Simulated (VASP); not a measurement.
## Si: single point with PBEsol

Crystal: Si.

```
Si
1.0
     3.82493    0.00000    0.00000
    -1.91246    3.31248    0.00000
     0.00000    0.00000    6.32345
Si
4
Direct
  0.33333 0.66667 0.06301
  0.66667 0.33333 0.56301
  0.33333 0.66667 0.43699
  0.66667 0.33333 0.93699
```

This isn't the form of Si at room conditions, which is diamond.

```yaml
Program: VASP 6.6.1
Task: single point
Functional: PBEsol
Potentials_or_basis: VASP PAW PBE potentials, release 64 (Si)
Cutoff: 520 eV
k_mesh: 10 × 10 × 6
Occupations: fermi-dirac, width 0.1 eV
Spin: no spin polarisation
Dipole_correction: no
Further_INCAR_settings: ALGO = Normal; EDIFF = 1e-07; NBANDS = 16
```

The pressure is 0.1 GPa and the band gap on the k mesh is 0.29 eV (least direct gap 0.97 eV).

Levels at points of the mesh, in eV from the valence-band top:
```
           k point  band 6  band 7  band 8  band 9  band 10  band 11
(0.00, 0.00, 0.00)   -0.36    0.00    0.00    0.97     1.94     1.94
(0.50, 0.00, 0.00)   -3.09   -3.06   -1.45    0.29     2.27     2.88
(0.00, 0.00, 0.50)   -0.94   -0.94   -0.94    1.75     1.75     2.92
(0.50, 0.00, 0.50)   -2.49   -2.45   -2.45    0.81     0.81     1.56
```

Wall time 22 s on 1 thread of Intel(R) Xeon(R) 6975P-C (Granite Rapids), on a shared host, peak memory 0.2 GiB.

Caveat: the PAW data sets were made with another functional, which shifts forces and pressure a little. A k mesh can miss the band edges.
